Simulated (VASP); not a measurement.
Here is a VASP 6.6.1 calculation.

INCAR

```
SYSTEM = Bi
PREC = Accurate ; ENCUT = 520
EDIFF = 1E-6 ; ISMEAR = -1
SIGMA = 0.05 ; LREAL = .FALSE.
LASPH = .TRUE. ; NELM = 100
ALGO = Normal ; ISIF = 2
LWAVE = .FALSE. ; LCHARG = .FALSE.
GGA = PE ; NBANDS = 22
```

KPOINTS

```
regular mesh
0
G
  8 8 8
  0 0 0
```

The input POSCAR:

```
Bi
1.0
    2.2675000000      1.3091417354      3.9380000000
   -2.2675000000      1.3091417354      3.9380000000
    0.0000000000     -2.6182834708      3.9380000000
Bi
2
Direct
    0.2340000000      0.2340000000      0.2340000000
    0.7660000000      0.7660000000      0.7660000000
```

Potentials or basis: VASP PAW PBE potentials, release 64 (Bi_d).

The run is started by

```sh
$ cat potpaw_PBE.64/Bi_d/POTCAR > POTCAR
$ mpirun -np 1 vasp_std > vasp.out
```

Estimate the band gap on the k mesh.

zero (bands 15 and 16 overlap by 0.20 eV).

What does it give for the largest force?

0.188 eV/Å.

Forces on the atoms (eV/Å):
```
Bi   0.000  0.000  0.188
Bi   0.000  0.000 -0.188
```

Caveat: spin-orbit coupling is left out, which moves the levels of the heavy elements.
